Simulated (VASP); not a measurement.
Input of a VASP 6.6.1 run:

The input INCAR:

```
PREC = Accurate
ENCUT = 520
EDIFF = 1E-6
ISMEAR = 0
SIGMA = 0.15
LREAL = F
LASPH = T
NELM = 80
ALGO = Normal
ISIF = 2
LWAVE = F
LCHARG = F
GGA = PS
NBANDS = 16
```

File KPOINTS:

```
regular mesh
0
Gamma
  14 14 14
```

POSCAR

```
InAs
1.0
    0.0000000000      2.9391639894      3.2192376664
    3.2192376664      0.0000000000      3.2192376664
    3.2192376664      2.9391639894      0.0000000000
In As
1 1
Direct
    0.0000000000      0.0000000000      0.0000000000
    0.7500000000      0.7500000000      0.7500000000
```

Potentials or basis: VASP PAW PBE potentials, release 64 (In_d, As).

Command:

```console
$ cat potpaw_PBE.64/In_d/POTCAR potpaw_PBE.64/As/POTCAR > POTCAR
$ mpirun -np 1 vasp_std > vasp.out
```

(1) Estimate the pressure.

(2) What does it give for the band gap on the k mesh?

Results:

(1) -3.6 GPa.

(2) 0.17 eV (least direct gap 0.35 eV).

Caveat: the cell stands under tension; semilocal functionals underestimate gaps, and a narrow one can read as zero; the PAW data sets were made with another functional, which shifts forces and pressure a little; spin-orbit coupling is left out, which moves the levels of the heavy elements.
